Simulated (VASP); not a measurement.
# Mo (Im-3m) in VASP: single point with PBEsol

Aim: the single point of Mo with PBEsol.

Program: VASP 6.6.1. These are calculated values, not measurements. Logs are shortened: lines on timing, memory, paths and dates and some standing lists are left out, and cuts for length are marked.

**1. The cell of the first run**

Symmetry: Im-3m, No. 229, cubic system. Conventional cell: a = 3.129 Å, b = 3.129 Å, c = 3.129 Å, α = 90.00°, β = 90.00°, γ = 90.00°. Within 3.6 Å of Mo (site symmetry m-3m) lie 14 Mo at 2.71 to 3.13 Å.

**2. Single point, PBEsol**

File INCAR:

```
ALGO = Normal
EDIFF = 1E-7
ENCUT = 520
GGA = PS
ISIF = 2
ISMEAR = 0
LASPH = True
LCHARG = False
LREAL = False
LWAVE = False
NBANDS = 13
NELM = 60
PREC = Accurate
SIGMA = 0.1
```

File KPOINTS:

```
k-points
0
Gamma
  18 18 18
```

File POSCAR:

```
Mo
1.0
   -1.5647312348      1.5647312348      1.5647312348
    1.5647312348     -1.5647312348      1.5647312348
    1.5647312348      1.5647312348     -1.5647312348
Mo
1
Direct
    0.0000000000      0.0000000000      0.0000000000
```

Potentials or basis: VASP PAW PBE potentials, release 64 (Mo_sv).

Run with:

```
$ cat potpaw_PBE.64/Mo_sv/POTCAR > POTCAR
$ mpirun -np 1 vasp_std > vasp.out
```

OUTCAR:

```text
EDIFF = 1E-7
   ENCUT = 520
   GGA = PS
   ISIF = 2
   ISMEAR = 0
   LASPH = True
   LREAL = False
   NELM = 60
   PREC = Accurate

 ion  position               nearest neighbor table
   1  0.000  0.000  0.000-

  LATTYP: Found a body centered cubic cell.
 ALAT       =     3.1294624696

  Lattice vectors:

 A1 = (  -1.5647312348,   1.5647312348,   1.5647312348)
 A2 = (   1.5647312348,  -1.5647312348,   1.5647312348)
 A3 = (   1.5647312348,   1.5647312348,  -1.5647312348)

Analysis of symmetry for initial positions (statically):
=====================================================================
 Subroutine PRICEL returns:
 Original cell was already a primitive cell.

 Routine SETGRP: Setting up the symmetry group for a
 body centered cubic supercell.

 Subroutine GETGRP returns: Found 48 space group operations
 (whereof 48 operations were pure point group operations)
 out of a pool of 48 trial point group operations.

The static configuration has the point symmetry O_h .

Analysis of symmetry for dynamics (positions and initial velocities):
=====================================================================
 Subroutine PRICEL returns:
 Original cell was already a primitive cell.

 Routine SETGRP: Setting up the symmetry group for a
 body centered cubic supercell.

 Subroutine GETGRP returns: Found 48 space group operations
 (whereof 48 operations were pure point group operations)
 out of a pool of 48 trial point group operations.

The dynamic configuration has the point symmetry O_h .

 Subroutine INISYM returns: Found 48 space group operations
 (whereof 48 operations are pure point group operations),
 and found     1 'primitive' translations

----------------------------------------------------------------------------------------

                                     Primitive cell

  volume of cell :      15.3243

  direct lattice vectors                    reciprocal lattice vectors
    -1.564731235  1.564731235  1.564731235     0.000000000  0.319543695  0.319543695
     1.564731235 -1.564731235  1.564731235     0.319543695  0.000000000  0.319543695
     1.564731235  1.564731235 -1.564731235     0.319543695  0.319543695  0.000000000

  length of vectors
     2.710193999  2.710193999  2.710193999     0.451903027  0.451903027  0.451903027

  position of ions in fractional coordinates (direct lattice)
     0.000000000  0.000000000  0.000000000

  ion indices of the primitive-cell ions
   primitive index   ion index
                 1           1

----------------------------------------------------------------------------------------

 KPOINTS: k-points

Automatic generation of k-mesh.
 Grid dimensions read from file:
 generate k-points for:   18   18   18

 Generating k-lattice:

  Cartesian coordinates                     Fractional coordinates (reciprocal lattice)
     0.000000000  0.017752427  0.017752427     0.055555556  0.000000000  0.000000000
     0.017752427  0.000000000  0.017752427     0.000000000  0.055555556  0.000000000
     0.017752427  0.017752427  0.000000000     0.000000000  0.000000000  0.055555556

  Length of vectors
     0.025105724  0.025105724  0.025105724

  Shift w.r.t. Gamma in fractional coordinates (k-lattice)
     0.000000000  0.000000000  0.000000000

 Subroutine IBZKPT returns following result:
 ===========================================

 Found    195 irreducible k-points:

 Following reciprocal coordinates:
            Coordinates               Weight
  0.000000  0.000000  0.000000      1.000000
  0.055556  0.000000  0.000000     12.000000
  0.111111  0.000000  0.000000     12.000000
  0.166667  0.000000  0.000000     12.000000
  0.222222  0.000000  0.000000     12.000000
  0.277778  0.000000  0.000000     12.000000
[... 16 lines left out ...]
  0.333333  0.111111 -0.000000     48.000000
  0.388889  0.111111  0.000000     48.000000
 [... further k-points ...]
   k-points           NKPTS =    195   k-points in BZ     NKDIM =    195   number of bands    NBANDS=     13
   number of dos      NEDOS =    301   number of ions     NIONS =      1
   total plane-waves  NPLWV =   8000
   dimension x,y,z NGX =    20 NGY =   20 NGZ =   20
   dimension x,y,z NGXF=    40 NGYF=   40 NGZF=   40
   ions per type =               1
   NGX,Y,Z   is equivalent  to a cutoff of  12.27, 12.27, 12.27 a.u.
   NGXF,Y,Z  is equivalent  to a cutoff of  24.54, 24.54, 24.54 a.u.
 SYSTEM =  unknown system
   PREC   = accura    normal or accurate (medium, high low for compatibility)
   ISTART =      0    job   : 0-new  1-cont  2-samecut
   ICHARG =      2    charge: 1-file 2-atom 10-const
   ISPIN  =      1    spin polarized calculation?
   LNONCOLLINEAR =      F non collinear calculations
   LSORBIT =      F    spin-orbit coupling
   LASPH  =      T    aspherical Exc in radial PAW
   ENCUT  =  520.0 eV  38.22 Ry    6.18 a.u.   5.04  5.04  5.04*2*pi/ulx,y,z
   NELM   =     60;   NELMIN=  2; NELMDL= -5     # of ELM steps
   EDIFF  = 0.1E-06   stopping-criterion for ELM
   LREAL  =      F    real-space projection
   EDIFFG = 0.1E-05   stopping-criterion for IOM
   NSW    =      0    number of steps for IOM
   IBRION =     -1    ionic relax: 0-MD 1-quasi-New 2-CG
   NFREE  =      0    steps in history (QN), initial steepest desc. (CG)
   ISIF   =      2    stress and relaxation
   ISYM   =      2    0-nonsym 1-usesym 2-fastsym
   POTIM  = 0.5000    time-step for ionic-motion
   TEBEG  =    0.0;   TEEND  =   0.0 temperature during run
   PSTRESS=    0.0 pullay stress
   NELECT =      14.0000    total number of electrons
   NUPDOWN=      -1.0000    fix difference up-down
   EMIN   =  10.00;   EMAX   =-10.00  energy-range for DOS
   EFERMI =   0.00;   METHOD = LEGACY
   ISMEAR =     0;   SIGMA  =   0.10  broadening in eV -4-tet -1-fermi 0-gaus
   EFERMI_NEDOS =   21; number of points for ismear=-14 and -15
   IALGO  =     38    algorithm
   IMIX   =      4    mixing-type and parameters
     AMIX     =   0.40;   BMIX     =  1.00
     AMIX_MAG =   1.60;   BMIX_MAG =  1.00
  volume/ion in A,a.u.               =      15.32       103.41
  Fermi-wavevector in a.u.,A,eV,Ry     =   1.588514  3.001857 34.332632  2.523377
  Thomas-Fermi vector in A             =   2.687506
   LORBIT       =      0    0 simple, 1 ext, 2 COOP (PROOUT), +10 PAW based schemes
   GGA     = PS    functional components
   LHFCALC =     F    Hartree Fock is set to
   AEXX    =    0.0000 exact exchange contribution
   IVDW    =     0    specifies the selected vdW correction
   LEPSILON=     F    determine dielectric tensor
   LRPA    =     F    only Hartree local field effects (RPA)
 non-spin polarized calculation
 Gauss-broadening in eV      SIGMA  =   0.10
  energy-cutoff  :      520.00
  volume of cell :       15.32
 maximum number of plane-waves:       426
   NGX =  9   NGY =  9   NGZ =  9

 number of electron      13.9999998 magnetization

 Free energy of the ion-electron system (eV)
  ---------------------------------------------------
  ext. energy  EPLUGINS =         0.00000000
  ---------------------------------------------------
  free energy    TOTEN  =       -11.77799759 eV

  energy without entropy =      -11.77568294  energy(sigma->0) =      -11.77684027

 E-fermi :  12.8062     XC(G=0): -13.6412

 val. band max:       12.8048478323   @ k =  -0.3889   0.4444   0.2778
 cond. band min:      12.8104726661   @ k =   0.3889   0.1111   0.0000
 fundamental gap:      0.0056248338
 Fermi energy:        12.8062206335

 k-point     1 :       0.0000    0.0000    0.0000
  band No.  band energies     occupation
      1     -48.4098      2.00000
      2     -21.6495      2.00000
      3     -21.6495      2.00000
      4     -21.6495      2.00000
      5       5.4367      2.00000
      6      11.3814      2.00000
      7      11.3814      2.00000
      8      11.3814      2.00000
      9      14.4706      0.00000
     10      14.4706      0.00000
     11      27.6239      0.00000
     12      27.6239      0.00000
     13      27.6239      0.00000

 k-point     2 :       0.0556    0.0000    0.0000
  band No.  band energies     occupation
      1     -48.4014      2.00000
      2     -21.6982      2.00000
      3     -21.6644      2.00000
      4     -21.6499      2.00000
      5       5.5775      2.00000
      6      11.3009      2.00000
      7      11.3684      2.00000
      8      11.5137      2.00000
      9      14.3493      0.00000
     10      14.4723      0.00000
     11      27.7324      0.00000
     12      27.8613      0.00000
     13      27.9134      0.00000

 k-point     3 :       0.1111    0.0000    0.0000
  band No.  band energies     occupation
      1     -48.3768      2.00000
      2     -21.8371      2.00000
      3     -21.7072      2.00000
      4     -21.6510      2.00000
      5       5.9785      2.00000
      6      11.0774      2.00000
      7      11.3111      2.00000
      8      11.9052      2.00000
      9      14.0835      0.00000
     10      14.4830      0.00000
     11      27.9948      0.00000
     12      28.5531      0.00000
     13      28.6383      0.00000
[... 305 lines left out ...]
 k-point    23 :       0.3333    0.1111   -0.0000
  band No.  band energies     occupation
      1     -48.1449      2.00000
      2     -22.9541      2.00000
      3     -22.1191      2.00000
      4     -21.7259      2.00000
      5       7.8863      2.00000
      6       9.5739      2.00000
      7      12.1650      2.00000
      8      14.2625      0.00000
      9      15.2993      0.00000
     10      17.4491      0.00000
     11      25.6283      0.00000
     12      26.4124      0.00000
     13      30.9502      0.00000

 k-point    24 :       0.3889    0.1111    0.0000
  band No.  band energies     occupation
      1     -48.1208      2.00000
      2     -23.0582      2.00000
      3     -22.1687      2.00000
      4     -21.7281      2.00000
      5       7.7405      2.00000
      6       9.4437      2.00000
      7      12.8105      0.95205
      8      14.3868      0.00000
      9      15.5646      0.00000
     10      18.3519      0.00000
     11      24.7495      0.00000
     12      25.6528      0.00000
     13      30.0100      0.00000

 [... further k-points ...]

------------------------ aborting loop because EDIFF is reached ----------------------------------------

  FORCE on cell =-STRESS in cart. coord.  units (eV):
  Direction    XX          YY          ZZ          XY          YZ          ZX
  --------------------------------------------------------------------------------------
  -------------------------------------------------------------------------------------
  Total        0.0489487      0.0489487      0.0489487     -0.0000000     -0.0000000      0.0000000
  in kB        5.1176762      5.1176762      5.1176762     -0.0000000     -0.0000000      0.0000000
  external PRESSURE =       5.1176762 kB  Pullay stress =       0.0000000 kB

 VOLUME and BASIS-vectors are now :
 -----------------------------------------------------------------------------
  energy-cutoff  :      520.00
  volume of cell :       15.32
      direct lattice vectors                 reciprocal lattice vectors
    -1.564731235  1.564731235  1.564731235     0.000000000  0.319543695  0.319543695
     1.564731235 -1.564731235  1.564731235     0.319543695  0.000000000  0.319543695
     1.564731235  1.564731235 -1.564731235     0.319543695  0.319543695  0.000000000

 POSITION                                       TOTAL-FORCE (eV/Angst)
 -----------------------------------------------------------------------------------
      0.00000      0.00000      0.00000        -0.000000      0.000000     -0.000000
 -----------------------------------------------------------------------------------
    total drift:                               -0.000000     -0.000000      0.000000

  FREE ENERGIE OF THE ION-ELECTRON SYSTEM (eV)
  ---------------------------------------------------
  free  energy   TOTEN  =       -11.7779975937 eV

  energy  without entropy=      -11.7756829375  energy(sigma->0) =      -11.77684027
```

Run time: 13 s. Hardware: 1 thread of AMD EPYC 9R45 (Zen 5), shared host; peak memory 0.12 GiB.

Results:

```
Free energy            : -11.7780 eV
Pressure               : 0.5 GPa
Band gap on the k mesh : zero (band 7 reaches 16.91 eV, above the bottom of band 8 at 11.38 eV)
```

Caveat: the PAW data sets were made with another functional, which shifts forces and pressure a little.
